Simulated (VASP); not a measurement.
## MgO2: single point with r2SCAN

MgO2:

```xyz
9
Lattice="-1.6048 -2.7795 0.0000 1.6048 -2.7795 0.0000 0.0000 0.0000 10.4819" Properties=species:S:1:pos:R:3 pbc="T T T"
Mg    0.0000    0.0000    0.0000
Mg    0.0000   -1.8530    3.4940
Mg    0.0000   -3.7060    6.9880
O     0.0000   -5.5591    4.4945
O     0.0000   -1.8530    7.9885
O     0.0000   -3.7060    1.0005
O     0.0000   -5.5591    5.9874
O     0.0000   -1.8530    9.4814
O     0.0000   -3.7060    2.4935
```

```yaml
Program: VASP 6.6.1
Task: single point
Functional: r2SCAN
Potentials_or_basis: VASP PAW PBE potentials, release 64 (Mg, O)
Cutoff: 520 eV
k_mesh: 8 × 8 × 2
Occupations: gaussian, width 0.05 eV
Spin: no spin polarisation
Dipole_correction: no
Further_INCAR_settings: ALGO = Normal; EDIFF = 1e-07; NBANDS = 31
```

The pressure is -5.8 GPa and the largest force is 0.050 eV/Å. The band gap on the k mesh is 2.92 eV.

Forces in eV/Å, atoms in the order of the input:
```
Mg   0.000  0.000  0.000
Mg   0.000  0.000  0.000
Mg   0.000  0.000  0.000
O    0.000  0.000 -0.050
O    0.000  0.000 -0.050
O    0.000  0.000 -0.050
O    0.000  0.000  0.050
O    0.000  0.000  0.050
O    0.000  0.000  0.050
```

Stress tensor (GPa, compression positive):
```
-5.95  0.00  0.00
 0.00 -5.95  0.00
 0.00  0.00 -5.46
```

Levels at points of the mesh, in eV from the valence-band top:
```csv
k point,band 19,band 20,band 21,band 22,band 23,band 24
"(0.00, 0.00, 0.00)",-0.19,-0.19,-0.19,3.37,3.37,5.29
"(0.50, 0.00, 0.00)",-0.95,-0.95,-0.14,4.18,4.80,4.80
"(0.00, 0.00, 0.50)",-0.59,0.00,0.00,2.92,4.30,4.30
"(0.50, 0.00, 0.50)",-1.12,-0.39,-0.39,4.45,4.45,4.88
```

Run time: 3.3 min on 1 thread of AMD EPYC 7R13 Processor (Zen 3) (shared host), peak memory 0.2 GiB.

Caveat: the PAW data sets were made with another functional, which shifts forces and pressure a little. r2SCAN opens gaps a little over a GGA but as a rule still falls short of measured ones.
